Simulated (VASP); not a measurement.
# GaSb (Immm) in VASP: further runs

The runs below take GaSb through single point, with PBEsol, LDA.

All numbers are computed with VASP 6.6.1; they aren't measurements. Logs are shortened: lines on timing, memory, paths and dates and some standing lists are left out, and cuts for length are marked.

## Step 1: The cell of the first run

The structure is orthorhombic, space group Immm (No. 71). The conventional cell has a = 3.070 Å, b = 5.278 Å, c = 5.708 Å, α = 90.00°, β = 90.00°, γ = 90.00°. Sb (site symmetry mmm) has 6 Ga at 2.85 to 3.05 Å and 2 Sb at 3.07 Å within 3.8 Å. Ga (site symmetry mmm) has 6 Sb at 2.85 to 3.05 Å and 2 Ga at 3.07 Å within 3.8 Å.

## Step 2: Single point, PBEsol (volume scaled by 0.96)

Input file INCAR:

```
SYSTEM = GaSb
ALGO = Normal
EDIFF = 1E-7
ENCUT = 520
GGA = PS
ISIF = 2
ISMEAR = -1
LASPH = .TRUE.
LCHARG = .FALSE.
LREAL = .FALSE.
LWAVE = .FALSE.
NBANDS = 16
NELM = 80
PREC = Accurate
SIGMA = 0.05
```

Input file KPOINTS:

```
k-points
0
G
  10 10 10
  0 0 0
```

Input file POSCAR:

```
GaSb
1.0
   -1.5348727331      2.6388498790      2.8542093822
    1.5348727331     -2.6388498790      2.8542093822
    1.5348727331      2.6388498790     -2.8542093822
Sb Ga
1 1
Direct
    0.5000000000      0.5000000000      0.0000000000
    0.0000000000      0.0000000000      0.0000000000
```

Potentials or basis: VASP PAW PBE potentials, release 64 (Sb, Ga_d).

The run is started by

```bash
$ cat potpaw_PBE.64/Sb/POTCAR potpaw_PBE.64/Ga_d/POTCAR > POTCAR
$ mpirun -np 1 vasp_std > vasp.out
```

OUTCAR:

```text
SYSTEM = GaSb
   EDIFF = 1E-7
   ENCUT = 520
   GGA = PS
   ISIF = 2
   ISMEAR = -1
   LASPH = .TRUE.
   LREAL = .FALSE.
   NELM = 80
   PREC = Accurate

 ion  position               nearest neighbor table
   1  0.500  0.500  0.000-   2 2.85   2 2.85   2 3.05   2 3.05   2 3.05   2 3.05
   2  0.000  0.000  0.000-   1 2.85   1 2.85   1 3.05   1 3.05   1 3.05   1 3.05

  LATTYP: Found a body centered orthorhombic cell.
 ALAT       =     3.0697454662
 B/A-ratio  =     1.7192629865
 C/A-ratio  =     1.8595739703

  Lattice vectors:

 A1 = (  -1.5348727331,   2.6388498790,   2.8542093822)
 A2 = (   1.5348727331,  -2.6388498790,   2.8542093822)
 A3 = (   1.5348727331,   2.6388498790,  -2.8542093822)

Analysis of symmetry for initial positions (statically):
=====================================================================
 Subroutine PRICEL returns:
 Original cell was already a primitive cell.

 Routine SETGRP: Setting up the symmetry group for a
 body centered orthorhombic supercell.

 Subroutine GETGRP returns: Found  8 space group operations
 (whereof  8 operations were pure point group operations)
 out of a pool of  8 trial point group operations.

The static configuration has the point symmetry D_2h.

Analysis of symmetry for dynamics (positions and initial velocities):
=====================================================================
 Subroutine PRICEL returns:
 Original cell was already a primitive cell.

 Routine SETGRP: Setting up the symmetry group for a
 body centered orthorhombic supercell.

 Subroutine GETGRP returns: Found  8 space group operations
 (whereof  8 operations were pure point group operations)
 out of a pool of  8 trial point group operations.

The dynamic configuration has the point symmetry D_2h.

 Subroutine INISYM returns: Found  8 space group operations
 (whereof  8 operations are pure point group operations),
 and found     1 'primitive' translations

----------------------------------------------------------------------------------------

                                     Primitive cell

  volume of cell :      46.2416

  direct lattice vectors                    reciprocal lattice vectors
    -1.534872733  2.638849879  2.854209382     0.000000000  0.189476485  0.175179860
     1.534872733 -2.638849879  2.854209382     0.325759908  0.000000000  0.175179860
     1.534872733  2.638849879 -2.854209382     0.325759908  0.189476485  0.000000000

  length of vectors
     4.179219328  4.179219328  4.179219328     0.258049069  0.369874980  0.376856546

  position of ions in fractional coordinates (direct lattice)
     0.500000000  0.500000000  0.000000000
     0.000000000  0.000000000  0.000000000

  ion indices of the primitive-cell ions
   primitive index   ion index
                 1           1
                 2           2

----------------------------------------------------------------------------------------

 KPOINTS: k-points

Automatic generation of k-mesh.
 Grid dimensions read from file:
 generate k-points for:   10   10   10

 Generating k-lattice:

  Cartesian coordinates                     Fractional coordinates (reciprocal lattice)
     0.000000000  0.018947649  0.017517986     0.100000000  0.000000000  0.000000000
     0.032575991  0.000000000  0.017517986    -0.000000000  0.100000000  0.000000000
     0.032575991  0.018947649  0.000000000    -0.000000000  0.000000000  0.100000000

  Length of vectors
     0.025804907  0.036987498  0.037685655

  Shift w.r.t. Gamma in fractional coordinates (k-lattice)
     0.000000000  0.000000000  0.000000000

 Subroutine IBZKPT returns following result:
 ===========================================

 Found    171 irreducible k-points:

 Following reciprocal coordinates:
            Coordinates               Weight
  0.000000  0.000000  0.000000      1.000000
  0.100000  0.000000 -0.000000      4.000000
  0.200000  0.000000 -0.000000      4.000000
  0.300000  0.000000 -0.000000      4.000000
  0.400000  0.000000  0.000000      4.000000
  0.500000  0.000000  0.000000      2.000000
[... 16 lines left out ...]
 -0.400000  0.200000  0.000000      8.000000
 -0.300000  0.200000  0.000000      8.000000
 [... further k-points ...]
   k-points           NKPTS =    171   k-points in BZ     NKDIM =    171   number of bands    NBANDS=     16
   number of dos      NEDOS =    301   number of ions     NIONS =      2
   total plane-waves  NPLWV =  32768
   dimension x,y,z NGX =    32 NGY =   32 NGZ =   32
   dimension x,y,z NGXF=    64 NGYF=   64 NGZF=   64
   ions per type =               1   1
   NGX,Y,Z   is equivalent  to a cutoff of  12.73, 12.73, 12.73 a.u.
   NGXF,Y,Z  is equivalent  to a cutoff of  25.46, 25.46, 25.46 a.u.
 SYSTEM =  GaSb
   PREC   = accura    normal or accurate (medium, high low for compatibility)
   ISTART =      0    job   : 0-new  1-cont  2-samecut
   ICHARG =      2    charge: 1-file 2-atom 10-const
   ISPIN  =      1    spin polarized calculation?
   LNONCOLLINEAR =      F non collinear calculations
   LSORBIT =      F    spin-orbit coupling
   LASPH  =      T    aspherical Exc in radial PAW
   ENCUT  =  520.0 eV  38.22 Ry    6.18 a.u.   7.77  7.77  7.77*2*pi/ulx,y,z
   NELM   =     80;   NELMIN=  2; NELMDL= -5     # of ELM steps
   EDIFF  = 0.1E-06   stopping-criterion for ELM
   LREAL  =      F    real-space projection
   EDIFFG = 0.1E-05   stopping-criterion for IOM
   NSW    =      0    number of steps for IOM
   IBRION =     -1    ionic relax: 0-MD 1-quasi-New 2-CG
   NFREE  =      0    steps in history (QN), initial steepest desc. (CG)
   ISIF   =      2    stress and relaxation
   ISYM   =      2    0-nonsym 1-usesym 2-fastsym
   POTIM  = 0.5000    time-step for ionic-motion
   TEBEG  =    0.0;   TEEND  =   0.0 temperature during run
   PSTRESS=    0.0 pullay stress
   NELECT =      18.0000    total number of electrons
   NUPDOWN=      -1.0000    fix difference up-down
   EMIN   =  10.00;   EMAX   =-10.00  energy-range for DOS
   EFERMI =   0.00;   METHOD = LEGACY
   ISMEAR =    -1;   SIGMA  =   0.05  broadening in eV -4-tet -1-fermi 0-gaus
   EFERMI_NEDOS =   21; number of points for ismear=-14 and -15
   IALGO  =     38    algorithm
   IMIX   =      4    mixing-type and parameters
     AMIX     =   0.40;   BMIX     =  1.00
     AMIX_MAG =   1.60;   BMIX_MAG =  1.00
  volume/ion in A,a.u.               =      23.12       156.03
  Fermi-wavevector in a.u.,A,eV,Ry     =   1.195331  2.258847 19.440212  1.428815
  Thomas-Fermi vector in A             =   2.331299
   LORBIT       =      0    0 simple, 1 ext, 2 COOP (PROOUT), +10 PAW based schemes
   GGA     = PS    functional components
   LHFCALC =     F    Hartree Fock is set to
   AEXX    =    0.0000 exact exchange contribution
   IVDW    =     0    specifies the selected vdW correction
   LEPSILON=     F    determine dielectric tensor
   LRPA    =     F    only Hartree local field effects (RPA)
 non-spin polarized calculation
  energy-cutoff  :      520.00
  volume of cell :       46.24
 maximum number of plane-waves:      1268
   NGX = 15   NGY = 15   NGZ = 15

 number of electron      18.0000002 magnetization

 Free energy of the ion-electron system (eV)
  ---------------------------------------------------
  ext. energy  EPLUGINS =         0.00000000
  ---------------------------------------------------
  free energy    TOTEN  =        -7.87636107 eV

  energy without entropy =       -7.87122288  energy(sigma->0) =       -7.87379198

 E-fermi :   6.8814     XC(G=0): -10.5617

 val. band max:        6.8721663013   @ k =  -0.4000  -0.4000   0.1000
 cond. band min:       6.8828905603   @ k =  -0.2000   0.2000   0.1000
 fundamental gap:      0.0107242589
 Fermi energy:         6.8814373543

 k-point     1 :       0.0000    0.0000    0.0000
  band No.  band energies     occupation
      1      -8.0163      2.00000
      2      -7.9154      2.00000
      3      -7.9136      2.00000
      4      -7.8895      2.00000
      5      -7.8550      2.00000
      6      -5.3942      2.00000
[... 8 lines left out ...]
     15      16.1619      0.00000
     16      17.4704      0.00000

 k-point     2 :       0.1000    0.0000   -0.0000
  band No.  band energies     occupation
      1      -8.0156      2.00000
      2      -7.9177      2.00000
      3      -7.9123      2.00000
      4      -7.8895      2.00000
      5      -7.8548      2.00000
      6      -5.3057      2.00000
[... 8 lines left out ...]
     15      16.8180      0.00000
     16      17.3518      0.00000

 k-point     3 :       0.2000    0.0000   -0.0000
  band No.  band energies     occupation
      1      -8.0139      2.00000
      2      -7.9235      2.00000
      3      -7.9088      2.00000
      4      -7.8894      2.00000
      5      -7.8542      2.00000
      6      -5.0455      2.00000
[... 8 lines left out ...]
     15      16.5504      0.00000
     16      17.6202      0.00000

 k-point     4 :       0.3000    0.0000   -0.0000
  band No.  band energies     occupation
      1      -8.0122      2.00000
      2      -7.9306      2.00000
      3      -7.9046      2.00000
      4      -7.8893      2.00000
      5      -7.8533      2.00000
      6      -4.6374      2.00000
[... 8 lines left out ...]
     15      16.2220      0.00000
     16      17.1184      0.00000

 k-point     5 :       0.4000    0.0000    0.0000
  band No.  band energies     occupation
      1      -8.0110      2.00000
      2      -7.9363      2.00000
      3      -7.9013      2.00000
      4      -7.8894      2.00000
      5      -7.8525      2.00000
      6      -4.1656      2.00000
[... 8 lines left out ...]
     15      16.4645      0.00000
     16      16.8736      0.00000

 k-point     6 :       0.5000    0.0000    0.0000
  band No.  band energies     occupation
      1      -8.0106      2.00000
      2      -7.9384      2.00000
      3      -7.9001      2.00000
      4      -7.8894      2.00000
      5      -7.8522      2.00000
      6      -3.9080      2.00000
[... 8 lines left out ...]
     15      16.6785      0.00000
     16      18.8755      0.00000

 k-point     7 :      -0.0000    0.1000    0.0000
  band No.  band energies     occupation
      1      -7.9998      2.00000
      2      -7.9164      2.00000
      3      -7.9113      2.00000
      4      -7.8977      2.00000
      5      -7.8619      2.00000
      6      -5.1917      2.00000
[... 8 lines left out ...]
     15      16.2253      0.00000
     16      17.2581      0.00000

 k-point     8 :       0.1000    0.1000    0.0000
  band No.  band energies     occupation
      1      -7.9985      2.00000
      2      -7.9208      2.00000
      3      -7.9093      2.00000
      4      -7.8971      2.00000
      5      -7.8616      2.00000
      6      -5.0232      2.00000
[... 8 lines left out ...]
     15      16.7955      0.00000
     16      17.4390      0.00000

 k-point     9 :       0.2000    0.1000    0.0000
  band No.  band energies     occupation
      1      -7.9966      2.00000
      2      -7.9276      2.00000
      3      -7.9060      2.00000
      4      -7.8967      2.00000
      5      -7.8610      2.00000
      6      -4.6902      2.00000
[... 8 lines left out ...]
     15      17.3155      0.00000
     16      17.8059      0.00000
[... 172 lines left out ...]
 k-point    19 :       0.2000    0.2000    0.0000
  band No.  band energies     occupation
      1      -7.9538      2.00000
      2      -7.9303      2.00000
      3      -7.9224      2.00000
      4      -7.8963      2.00000
      5      -7.8795      2.00000
      6      -3.9458      2.00000
[... 8 lines left out ...]
     15      16.5609      0.00000
     16      16.8484      0.00000

 k-point    20 :       0.3000    0.2000    0.0000
  band No.  band energies     occupation
      1      -7.9517      2.00000
      2      -7.9361      2.00000
      3      -7.9225      2.00000
      4      -7.8941      2.00000
      5      -7.8794      2.00000
      6      -3.4771      2.00000
[... 8 lines left out ...]
     15      17.2101      0.00000
     16      18.3552      0.00000

 k-point    21 :       0.4000    0.2000    0.0000
  band No.  band energies     occupation
      1      -7.9508      2.00000
      2      -7.9396      2.00000
      3      -7.9213      2.00000
      4      -7.8941      2.00000
      5      -7.8787      2.00000
      6      -3.1872      2.00000
[... 8 lines left out ...]
     15      18.4792      0.00000
     16      18.7761      0.00000

 k-point    22 :       0.5000    0.2000    0.0000
  band No.  band energies     occupation
      1      -7.9525      2.00000
      2      -7.9390      2.00000
      3      -7.9189      2.00000
      4      -7.8963      2.00000
      5      -7.8776      2.00000
      6      -3.3988      2.00000
[... 8 lines left out ...]
     15      17.9362      0.00000
     16      18.8624      0.00000

 k-point    23 :      -0.4000    0.2000    0.0000
  band No.  band energies     occupation
      1      -7.9550      2.00000
      2      -7.9354      2.00000
      3      -7.9162      2.00000
      4      -7.8995      2.00000
      5      -7.8771      2.00000
      6      -3.8608      2.00000
[... 8 lines left out ...]
     15      16.0722      0.00000
     16      17.4748      0.00000

 k-point    24 :      -0.3000    0.2000    0.0000
  band No.  band energies     occupation
      1      -7.9568      2.00000
      2      -7.9306      2.00000
      3      -7.9138      2.00000
      4      -7.9028      2.00000
      5      -7.8776      2.00000
      6      -4.2776      2.00000
[... 8 lines left out ...]
     15      14.7476      0.00000
     16      16.2849      0.00000

 [... further k-points ...]
[... 5 lines left out ...]
  --------------------------------------------------------------------------------------
  -------------------------------------------------------------------------------------
  Total        0.0847299     -0.3761086     -0.4682413      0.0000000      0.0000000      0.0000000
  in kB        2.9357170    -13.0313971    -16.2236084      0.0000000      0.0000000      0.0000000
  external PRESSURE =      -8.7730962 kB  Pullay stress =       0.0000000 kB

 VOLUME and BASIS-vectors are now :
 -----------------------------------------------------------------------------
  energy-cutoff  :      520.00
  volume of cell :       46.24
      direct lattice vectors                 reciprocal lattice vectors
    -1.534872733  2.638849879  2.854209382     0.000000000  0.189476485  0.175179860
     1.534872733 -2.638849879  2.854209382     0.325759908  0.000000000  0.175179860
     1.534872733  2.638849879 -2.854209382     0.325759908  0.189476485  0.000000000

 POSITION                                       TOTAL-FORCE (eV/Angst)
 -----------------------------------------------------------------------------------
      0.00000      0.00000      2.85421         0.000000     -0.000000     -0.000000
      0.00000      0.00000      0.00000         0.000000      0.000000      0.000000
 -----------------------------------------------------------------------------------
    total drift:                               -0.000000      0.000000     -0.000000

  FREE ENERGIE OF THE ION-ELECTRON SYSTEM (eV)
  ---------------------------------------------------
  free  energy   TOTEN  =        -7.8763610703 eV

  energy  without entropy=       -7.8712228804  energy(sigma->0) =       -7.87379198
```

Run time: 37 s. Hardware: 1 thread of Intel Xeon 6975P-C (Granite Rapids), shared host; peak memory 0.27 GiB.

Results:

- Free energy: -7.8764 eV
- Pressure: -0.9 GPa
- Band gap on the k mesh: zero (band 9 reaches 8.96 eV, above the bottom of band 10 at 4.20 eV)

Levels at points of the mesh, in eV from the Fermi level:
```tsv
k point	band 5	band 6	band 7	band 8	band 9	band 10	band 11	band 12	band 13	band 14
(0.00, 0.00, 0.00)	-14.74	-12.28	-3.11	-2.28	-1.81	3.25	5.61	6.28	7.80	8.33
(0.50, 0.00, 0.00)	-14.73	-10.79	-8.30	-0.23	1.44	2.16	2.61	5.01	7.20	8.95
(0.00, 0.50, 0.00)	-14.72	-8.12	-6.21	-2.06	-0.54	-0.32	1.00	3.03	3.78	9.04
(0.50, 0.50, 0.00)	-14.72	-8.08	-5.30	-2.93	-2.19	-1.81	3.19	3.92	6.69	7.45
(0.50, 0.50, 0.50)	-14.73	-9.65	-6.05	-5.36	-5.06	3.37	7.20	9.95	10.73	10.73
```

Caveat: the PAW data sets were made with another functional, which shifts forces and pressure a little; spin-orbit coupling is left out, which moves the levels of the heavy elements.

## Step 3: Single point, LDA (volume scaled by 0.98)

Input file INCAR:

```
PREC     = Accurate       # precision mode
ENCUT    = 520            # plane-wave cutoff, eV
EDIFF    = 1E-6           # SCF threshold, eV
ISMEAR   = -1             # smearing method
SIGMA    = 0.05           # smearing width, eV
LREAL    = F              # projectors in reciprocal space
LASPH    = T              # aspherical terms in the spheres
NELM     = 100            # most SCF steps
ALGO     = Normal         # electronic algorithm
ISIF     = 2              # what is computed and relaxed
LWAVE    = F              # write WAVECAR
LCHARG   = T              # write CHGCAR
GGA      = CA             # functional
LELF     = T              # ELF
LVHAR    = T            
NBANDS   = 16             # bands
```

Input file KPOINTS:

```
regular mesh
0
Gamma
  10 10 10
```

Input file POSCAR:

```
GaSb
1.0
   -1.5454583968      2.6570494188      2.8738942068
    1.5454583968     -2.6570494188      2.8738942068
    1.5454583968      2.6570494188     -2.8738942068
Sb Ga
1 1
Direct
    0.5000000000      0.5000000000      0.0000000000
    0.0000000000      0.0000000000      0.0000000000
```

Potentials or basis: VASP PAW LDA potentials, release 64 (Sb, Ga_d).

The run is started by

```bash
$ cat potpaw_LDA.64/Sb/POTCAR potpaw_LDA.64/Ga_d/POTCAR > POTCAR
$ mpirun -np 1 vasp_std > vasp.out
```

Wall time 28 s (1 thread of Intel Xeon 6975P-C (Granite Rapids), shared host); peak memory 0.25 GiB.

The run converged. Its results:

```
Free energy            : -8.3347 eV
Pressure               : -3.5 GPa
Band gap on the k mesh : zero (band 9 reaches 8.57 eV, above the bottom of band 10 at 4.04 eV)
```

Stress tensor (GPa, compression positive):
```
-2.36  0.00  0.00
 0.00 -3.86  0.00
 0.00  0.00 -4.39
```

Levels at points of the mesh, in eV from the Fermi level:
| k point | band 7 | band 8 | band 9 | band 10 | band 11 | band 12 |
| --- | --- | --- | --- | --- | --- | --- |
| (0.00, 0.00, 0.00) | -3.24 | -2.19 | -1.74 | 3.40 | 5.41 | 6.17 |
| (0.50, 0.00, 0.00) | -8.15 | -0.21 | 1.47 | 2.06 | 2.58 | 4.86 |
| (0.00, 0.50, 0.00) | -6.11 | -2.05 | -0.49 | -0.27 | 1.09 | 2.90 |
| (0.50, 0.50, 0.00) | -5.12 | -3.04 | -2.11 | -1.75 | 3.34 | 3.85 |
| (0.50, 0.50, 0.50) | -6.02 | -5.17 | -4.88 | 3.30 | 7.16 | 9.67 |

Caveat: spin-orbit coupling is left out, which moves the levels of the heavy elements.
